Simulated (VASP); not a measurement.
# FePt (Tetraferroplatinum) (P4/mmm) in VASP: a series of runs

Aim: see how the results for FePt (Tetraferroplatinum) move with the level of theory and the settings. Levels: revPBE, PBE. Tasks: relaxation of cell and atoms, single point.

All numbers are computed with VASP 6.6.1; they aren't measurements. Logs are shortened: lines on timing, memory, paths and dates and some standing lists are left out, and cuts for length are marked.

## (1) The cell of the first run

It takes space group P4/mmm (No. 123, tetragonal). The conventional cell has a = 2.724 Å, b = 2.724 Å, c = 3.720 Å, α = 90.00°, β = 90.00°, γ = 90.00°. Within 3.5 Å of Pt (site symmetry 4/mmm) lie 8 Fe at 2.68 Å and 4 Pt at 2.72 Å. Fe (site symmetry 4/mmm) has 8 Pt at 2.68 Å and 4 Fe at 2.72 Å within 3.5 Å.

## (2) Relaxation of cell and atoms, revPBE, collinear spin, ferromagnetic start

INCAR

```
SYSTEM = FePt
PREC = Accurate
ENCUT = 600
EDIFF = 1E-7
ISMEAR = -1
SIGMA = 0.05
LREAL = .False.
LASPH = .True.
NELM = 150
ALGO = Normal
ISIF = 3
LWAVE = .False.
LCHARG = .False.
ISPIN = 2
MAGMOM = 0 3
LORBIT = 11
LMAXMIX = 4
GGA = RE
IBRION = 2
NSW = 80
EDIFFG = -0.01
```

KPOINTS

```
regular mesh
0
Gamma
  10 10 7
  0 0 0
```

POSCAR

```
FePt
1.0
    2.7235000000      0.0000000000      0.0000000000
    0.0000000000      2.7235000000      0.0000000000
    0.0000000000      0.0000000000      3.7200000000
Pt Fe
1 1
Direct
    0.5000000000      0.5000000000      0.5000000000
    0.0000000000      0.0000000000      0.0000000000
```

Potentials or basis: VASP PAW PBE potentials, release 64 (Pt, Fe).

Run with:

```sh
$ cat potpaw_PBE.64/Pt/POTCAR potpaw_PBE.64/Fe/POTCAR > POTCAR
$ mpirun -np 1 vasp_std > vasp.out
```

OUTCAR:

```text
SYSTEM = FePt
   PREC = Accurate
   ENCUT = 600
   EDIFF = 1E-7
   ISMEAR = -1
   LREAL = .False.
   LASPH = .True.
   NELM = 150
   ISIF = 3
   ISPIN = 2
   LORBIT = 11
   GGA = RE
   IBRION = 2
   NSW = 80
   EDIFFG = -0.01

 ion  position               nearest neighbor table
   1  0.500  0.500  0.500-   2 2.68   2 2.68   2 2.68   2 2.68   2 2.68   2 2.68   2 2.68   2 2.68

   2  0.000  0.000  0.000-   1 2.68   1 2.68   1 2.68   1 2.68   1 2.68   1 2.68   1 2.68   1 2.68

  LATTYP: Found a simple tetragonal cell.
 ALAT       =     2.7235000000
 C/A-ratio  =     1.3658894804

  Lattice vectors:

 A1 = (   2.7235000000,   0.0000000000,   0.0000000000)
 A2 = (   0.0000000000,   2.7235000000,   0.0000000000)
 A3 = (   0.0000000000,   0.0000000000,   3.7200000000)

Analysis of symmetry for initial positions (statically):
=====================================================================
 Subroutine PRICEL returns:
 Original cell was already a primitive cell.

 Routine SETGRP: Setting up the symmetry group for a
 simple tetragonal supercell.

 Subroutine GETGRP returns: Found 16 space group operations
 (whereof 16 operations were pure point group operations)
 out of a pool of 16 trial point group operations.

The static configuration has the point symmetry D_4h.

Analysis of symmetry for dynamics (positions and initial velocities):
=====================================================================
 Subroutine PRICEL returns:
 Original cell was already a primitive cell.

 Routine SETGRP: Setting up the symmetry group for a
 simple tetragonal supercell.

 Subroutine GETGRP returns: Found 16 space group operations
 (whereof 16 operations were pure point group operations)
 out of a pool of 16 trial point group operations.

The dynamic configuration has the point symmetry D_4h.

Analysis of structural, dynamic, and magnetic symmetry:
=====================================================================
 Subroutine PRICEL returns:
 Original cell was already a primitive cell.

 Routine SETGRP: Setting up the symmetry group for a
 simple tetragonal supercell.

 Subroutine GETGRP returns: Found 16 space group operations
 (whereof 16 operations were pure point group operations)
 out of a pool of 16 trial point group operations.

The overall configuration has the point symmetry D_4h.

 Subroutine INISYM returns: Found 16 space group operations
 (whereof 16 operations are pure point group operations),
 and found     1 'primitive' translations

----------------------------------------------------------------------------------------

                                     Primitive cell
[... 124 lines left out ...]
  energy-cutoff  :      600.00
  volume of cell :       27.59
 maximum number of plane-waves:       936
 NGX is ok and might be reduce to    24
   NGX = 11   NGY = 11   NGZ = 15

--------------------------------------- Ionic step        1  -------------------------------------------

 number of electron      18.0000002 magnetization       3.2957167

 Free energy of the ion-electron system (eV)
  ---------------------------------------------------
  ext. energy  EPLUGINS =         0.00000000
  ---------------------------------------------------
  free energy    TOTEN  =       -13.93307944 eV

  energy without entropy =      -13.92190737  energy(sigma->0) =      -13.92749340

------------------------ aborting loop because EDIFF is reached ----------------------------------------

  FORCE on cell =-STRESS in cart. coord.  units (eV):
  Direction    XX          YY          ZZ          XY          YZ          ZX
  --------------------------------------------------------------------------------------
  -------------------------------------------------------------------------------------
  Total        1.1093274      1.1093274      1.1868344      0.0000000      0.0000000      0.0000000
  in kB       64.4128673     64.4128673     68.9132932      0.0000000      0.0000000      0.0000000
  external PRESSURE =      65.9130093 kB  Pullay stress =       0.0000000 kB
[... 167 lines left out ...]
--------------------------------------- Ionic step        6  -------------------------------------------

 number of electron      17.9999997 magnetization       3.3529833

 Free energy of the ion-electron system (eV)
  ---------------------------------------------------
  ext. energy  EPLUGINS =         0.00000000
  ---------------------------------------------------
  free energy    TOTEN  =       -13.95106094 eV

  energy without entropy =      -13.93965662  energy(sigma->0) =      -13.94535878

 E-fermi :   8.3654     XC(G=0): -12.8193

 val. band max:        8.3569934734   @ k =   0.5000   0.4000   0.2857
 cond. band min:       8.3663570662   @ k =   0.4000   0.2000   0.1429
 fundamental gap:      0.0093635927
 Fermi energy:         8.3653911252

 spin component 1

 k-point     1 :       0.0000    0.0000    0.0000
  band No.  band energies     occupation
      1      -0.9680      1.00000
      2       2.2139      1.00000
      3       2.4225      1.00000
      4       4.9497      1.00000
      5       4.9497      1.00000
      6       5.4044      1.00000
      7       6.1454      1.00000
      8       6.3289      1.00000
      9       7.7830      0.99999
     10       7.8439      0.99997
     11       7.8439      0.99997
     12      10.5892      0.00000
     13      17.6916      0.00000
     14      19.8584      0.00000
[... 403 lines left out ...]
      4       4.6228      1.00000
      5       5.1899      1.00000
      6       5.5208      1.00000
      7       5.9196      1.00000
      8       6.0614      1.00000
      9       6.3878      1.00000
     10       6.8365      1.00000
     11       7.6808      1.00000
     12      11.8199      0.00000
     13      16.0640      0.00000
     14      19.6294      0.00000
     15      21.9624      0.00000

 [... further k-points ...]

 spin component 2

 k-point     1 :       0.0000    0.0000    0.0000
  band No.  band energies     occupation
      1      -0.8482      1.00000
      2       2.8193      1.00000
      3       2.8421      1.00000
      4       6.0951      1.00000
      5       6.0951      1.00000
      6       7.6170      1.00000
      7       7.6239      1.00000
      8       8.9652      0.00001
      9       9.9794      0.00000
     10       9.9794      0.00000
     11      10.0443      0.00000
     12      10.7489      0.00000
     13      18.5521      0.00000
     14      20.1321      0.00000
[... 444 lines left out ...]
  FREE ENERGIE OF THE ION-ELECTRON SYSTEM (eV)
  ---------------------------------------------------
  free  energy   TOTEN  =       -13.9510609416 eV

  energy  without entropy=      -13.9396566188  energy(sigma->0) =      -13.94535878

 reached required accuracy - stopping structural energy minimisation

 total charge

# of ion       s       p       d       tot
------------------------------------------
    1        0.701   0.630   8.042   9.373
    2        0.397   0.427   6.088   6.912
--------------------------------------------------
tot          1.098   1.057  14.130  16.285

 magnetization (x)

# of ion       s       p       d       tot
------------------------------------------
    1       -0.026  -0.066   0.431   0.340
    2        0.005  -0.008   3.001   2.998
--------------------------------------------------
tot         -0.020  -0.074   3.432   3.338
```

OSZICAR:

```text
N       E                     dE             d eps       ncg     rms          rms(c)
DAV:   1     0.104340369185E+03    0.10434E+03   -0.96090E+03  5136   0.149E+03
DAV:   2    -0.112699835990E+02   -0.11561E+03   -0.10353E+03  5201   0.273E+02
[... 58 lines left out ...]
       N       E                     dE             d eps       ncg     rms          rms(c)
DAV:   1    -0.139511099240E+02   -0.55532E-04   -0.32512E-03  5621   0.464E-01    0.502E-02
DAV:   2    -0.139510991100E+02    0.10814E-04   -0.17773E-04  6714   0.323E-01    0.714E-02
DAV:   3    -0.139510684581E+02    0.30652E-04   -0.98512E-05  6456   0.269E-01    0.254E-02
DAV:   4    -0.139510613640E+02    0.70941E-05   -0.12322E-05  6478   0.380E-02    0.103E-02
DAV:   5    -0.139510610130E+02    0.35102E-06   -0.11464E-06  7107   0.212E-02    0.350E-03
DAV:   6    -0.139510609416E+02    0.71456E-07   -0.75503E-08  2723   0.280E-03
   6 F= -.13951061E+02 E0= -.13945359E+02  d E =-.232693E-04  mag=     3.3530
```

Wall time 3.4 min (1 thread of Intel Xeon 6975P-C, shared host); peak memory 0.23 GiB.

Results:

```
Free energy                                           : -13.9511 eV
Relaxed volume                                        : 14.24 Å³/atom
Relaxed cell                                          : a = 2.750 Å, b = 2.750 Å, c = 3.766 Å, α = 90.00°, β = 90.00°, γ = 90.00°
Space group after relaxing (to 0.05 Å)                : P4/mmm (No. 123)
Energy gained by relaxing                             : 9.0 meV/atom
Ionic steps                                           : 6
Pressure after relaxing                               : 0.1 GPa
Net moment                                            : 3.35 μB per cell
Site moments                                          : Pt +0.34; Fe +3.00 μB
Valence electrons inside the program's atomic spheres : Pt 9.37; Fe 6.91
```

The path:
| step | energy change (eV) | largest force (eV/Å) | pressure (GPa) | volume (Å³) |
| --- | --- | --- | --- | --- |
| 1 | 0.0000 | 0.0000 | 6.59 | 27.59 |
| 2 | 0.0199 | 0.0000 | -8.05 | 29.92 |
| 3 | -0.0180 | 0.0000 | -0.06 | 28.51 |
| 4 | -0.0180 | 0.0000 | 0.06 | 28.49 |
| 5 | -0.0180 | 0.0000 | 0.07 | 28.49 |
| 6 | -0.0180 | 0.0000 | 0.08 | 28.49 |

Final structure:
```
Pt Fe
1.0
     2.75024    0.00000    0.00000
     0.00000    2.75024    0.00000
     0.00000    0.00000    3.76614
Pt Fe
1 1
Direct
  0.50000 0.50000 0.50000
  0.00000 0.00000 0.00000
```

Levels at points of the mesh, in eV from the Fermi level:
Spin up:
```tsv
k point	band 9	band 10	band 11	band 12	band 13	band 14
(0.00, 0.00, 0.00)	-0.58	-0.52	-0.52	2.22	9.33	11.49
(0.50, 0.00, 0.00)	-2.27	-1.60	-0.01	1.90	10.21	10.24
(0.50, 0.50, 0.00)	-0.63	0.48	1.62	1.62	7.28	9.65
```
Spin down:
```csv
k point,band 6,band 7,band 8,band 9,band 10,band 11
"(0.00, 0.00, 0.00)",-0.75,-0.74,0.60,1.61,1.61,1.68
"(0.50, 0.00, 0.00)",-1.34,-1.10,-0.79,0.59,0.71,2.25
"(0.50, 0.50, 0.00)",1.20,1.63,1.67,1.68,1.68,1.72
```

Caveat: the PAW data sets were made with another functional, which shifts forces and pressure a little; spin-orbit coupling is left out, which moves the levels of the heavy elements.

[end of part 1 of 2]
